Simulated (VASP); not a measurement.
A run of VASP 6.6.1:

File INCAR:

```
SYSTEM = ZnS
PREC = Accurate
ENCUT = 520
EDIFF = 1E-6
ISMEAR = -1
SIGMA = 0.08
LREAL = .FALSE.
LASPH = .TRUE.
NELM = 100
ALGO = Normal
ISIF = 2
LWAVE = .FALSE.
LCHARG = .TRUE.
GGA = PE
LELF = .TRUE.
LVHAR = .TRUE.
NBANDS = 16
```

Contents of KPOINTS:

```
Automatic mesh
0
G
  14 14 14
  0 0 0
```

File POSCAR:

```
ZnS
1.0
    0.0000000000      2.7217814256      2.7217814256
    2.7217814256      0.0000000000      2.7217814256
    2.7217814256      2.7217814256      0.0000000000
Zn S
1 1
Direct
    0.0000000000      0.0000000000      0.0000000000
    0.2500000000      0.2500000000      0.2500000000
```

Potentials or basis: VASP PAW PBE potentials, release 64 (Zn, S).

Run with:

```sh
$ cat potpaw_PBE.64/Zn/POTCAR potpaw_PBE.64/S/POTCAR > POTCAR
$ mpirun -np 1 vasp_std > vasp.out
```

Hardware: 1 thread of Intel(R) Xeon(R) Platinum 8259CL CPU @ 2.50GHz (Skylake/Cascade Lake), on a shared host.

Question: How long does it take, and how much memory?

Answer: Wall time 68 s on 1 thread of Intel(R) Xeon(R) Platinum 8259CL CPU @ 2.50GHz (Skylake/Cascade Lake) (shared host), peak memory 0.21 GiB. Counts: scf iterations 12, k points 104.
